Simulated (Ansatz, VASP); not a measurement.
# Ge in VASP and in Ansatz

```
Ge
1.0
     0.02142    2.83091    2.80949
     2.83091    0.02142    2.80949
     2.85233    2.85233    0.00000
Ge
2
Direct
  0.00108 0.00108 0.99892
  0.24892 0.24892 0.25108
```

Alike in both runs: task single point; functional PBEsol; k mesh 12 × 12 × 12; occupations gaussian, width 0.01 eV; no spin polarisation.

```csv
,VASP,Ansatz
version,VASP 6.6.1,Ansatz 0.2.0
potentials or method,"VASP PAW PBE potentials, release 64 (Ge_d), cutoff 500 eV","scalar-relativistic, plane waves, PAW"
valence electrons in the cell,28,28
```

|  | VASP | Ansatz | Ansatz less VASP |
| --- | --- | --- | --- |
| gap on the k mesh at the Fermi level (eV) | 0.01 | 0.01 | 0.000 |
| least direct gap on the mesh (eV) | 0.01 | 0.01 | 0.000 |

VASP's potentials were made for PBE, not for PBEsol.
